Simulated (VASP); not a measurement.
A run of VASP 6.6.1:

The input INCAR:

```
ALGO = Normal
EDIFF = 1E-6
ENCUT = 520
GGA = CA
ISIF = 2
ISMEAR = -1
LASPH = True
LCHARG = False
LREAL = False
LWAVE = False
NBANDS = 51
NELM = 60
PREC = Accurate
SIGMA = 0.02
```

Contents of KPOINTS:

```
k-points
0
Gamma
  8 6 1
```

The input POSCAR:

```
Ge
1.0
    3.9751430018      0.0000000000      0.0000000000
    0.0000000000      5.6217011455      0.0000000000
    0.0000000000      0.0000000000     19.9751000000
Ge
6
Direct
    0.7500000000      0.1187605026      0.4032256546
    0.2500000000      0.8812394974      0.4032256546
    0.2500000000      0.6230132001      0.5000000002
    0.7500000000      0.3769867999      0.5000000002
    0.7500000000      0.1187605026      0.5967743452
    0.2500000000      0.8812394974      0.5967743452
```

Potentials or basis: VASP PAW LDA potentials, release 64 (Ge_d).

The run is started by

```console
$ cat potpaw_LDA.64/Ge_d/POTCAR > POTCAR
$ mpirun -np 1 vasp_std > vasp.out
```

Hardware: 1 thread of Intel Xeon 8259CL, on a shared host.

**Question.** Estimate the wall time of this run.

**Answer.** Run time: 22 min on 1 thread of Intel Xeon 8259CL (shared host), peak memory 0.54 GiB. Counts: scf iterations 23, k points 20.
